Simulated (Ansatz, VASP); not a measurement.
**One calculation of P, two programs**

File INCAR:

```
SYSTEM = P
PREC     = Accurate       ! precision mode
ENCUT    = 520            ! plane-wave cutoff, eV
EDIFF    = 1E-7           ! SCF threshold, eV
ISMEAR   = 0              ! smearing method
SIGMA    = 0.02           ! smearing width, eV
LREAL    = .False.        ! projectors in reciprocal space
LASPH    = .True.         ! aspherical terms in the spheres
NELM     = 80             ! most SCF steps
ALGO     = Normal         ! electronic algorithm
ISIF     = 2              ! what is computed and relaxed
LWAVE    = .False.        ! write WAVECAR
LCHARG   = .False.        ! write CHGCAR
LDIPOL   = .True.       
IDIPOL   = 3            
DIPOL    = 0.5 0.5 0.500
GGA      = PE             ! functional
IVDW     = 12             ! dispersion correction
NBANDS   = 12             ! bands
```

KPOINTS

```
Automatic mesh
0
Gamma
  9 9 1
  0 0 0
```

The input POSCAR:

```
P
1.0
    3.3240000000      0.0000000000      0.0000000000
   -1.6620000000      2.8786684422      0.0000000000
    0.0000000000      0.0000000000     28.0000000000
P
2
Direct
    0.3333333333      0.6666666667      0.5333571429
    0.6666666667      0.3333333333      0.4666428571
```

Input for Ansatz:

```yaml
crystal:
  lattice:
    - [3.324, 0.0, 0.0]
    - [-1.662, 2.8786684422, 0.0]
    - [0.0, 0.0, 28.0]
  atoms:
    - { symbol: P, position: [0.3333333333, 0.6666666667, 0.5333571429] }
    - { symbol: P, position: [0.6666666667, 0.3333333333, 0.4666428571] }
  periodic: [true, true, false]
basis:
  ecutwfc: 420
kpoints:
  mp_grid: { grid: [9, 9, 1] }
hamiltonian:
  xc: pbe
  dispersion: d3bj
scf:
  occupations: { method: gaussian, width: 0.02 }
output:
  forces: true
  stress: true
  eigenvalues: true
```

Alike in both runs: task single point; functional PBE; dispersion D3(BJ); k mesh 9 × 9 × 1; occupations gaussian, width 0.02 eV; no spin polarisation.

|  | VASP | Ansatz |
| --- | --- | --- |
| version | VASP 6.6.1 | Ansatz 0.2.0 |
| potentials or method | VASP PAW PBE potentials, release 64 (P), cutoff 520 eV | scalar-relativistic, plane waves, PAW |
| valence electrons in the cell | 10 | 10 |

```tsv
	VASP	Ansatz	Ansatz less VASP
gap on the k mesh at the Fermi level (eV)	none	none	-
rms of the force components (eV/Å)	2.615	2.619	+0.0037
```

Atom by atom the forces differ by 0.004 eV/Å (rms over components). A gap of «none» marks a metal or a gap that the smearing closes.
